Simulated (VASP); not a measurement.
Here is a VASP 6.6.1 calculation.

INCAR

```
PREC     = Accurate       # precision mode
ENCUT    = 520            # plane-wave cutoff, eV
EDIFF    = 1E-7           # SCF threshold, eV
ISMEAR   = -1             # smearing method
SIGMA    = 0.05           # smearing width, eV
LREAL    = F              # projectors in reciprocal space
LASPH    = T              # aspherical terms in the spheres
NELM     = 60             # most SCF steps
ALGO     = Normal         # electronic algorithm
ISIF     = 2              # what is computed and relaxed
LWAVE    = F              # write WAVECAR
LCHARG   = F              # write CHGCAR
GGA      = PS             # functional
IVDW     = 12             # dispersion correction
NBANDS   = 35             # bands
```

KPOINTS

```
Automatic mesh
0
Gamma
  6 6 8
```

File POSCAR:

```
SnO2
1.0
    4.7437576359      0.0000000000      0.0000000000
    0.0000000000      4.7437576359      0.0000000000
    0.0000000000      0.0000000000      3.2036623731
Sn O
2 4
Direct
    0.5000000000      0.5000000000      0.5000000000
    0.0000000000      0.0000000000      0.0000000000
    0.8060505237      0.1939494763      0.5000000000
    0.6939494763      0.6939494763      0.0000000000
    0.1939494763      0.8060505237      0.5000000000
    0.3060505237      0.3060505237      0.0000000000
```

Potentials or basis: VASP PAW PBE potentials, release 64 (Sn_d, O).

Launch:

```bash
$ cat potpaw_PBE.64/Sn_d/POTCAR potpaw_PBE.64/O/POTCAR > POTCAR
$ mpirun -np 1 vasp_std > vasp.out
```

(1) Predict the largest force.

(2) Estimate the dispersion energy per atom.

## Answers

(1) 0.015 eV/Å.

(2) -0.192 eV.

Caveat: the PAW data sets were made with another functional, which shifts forces and pressure a little.
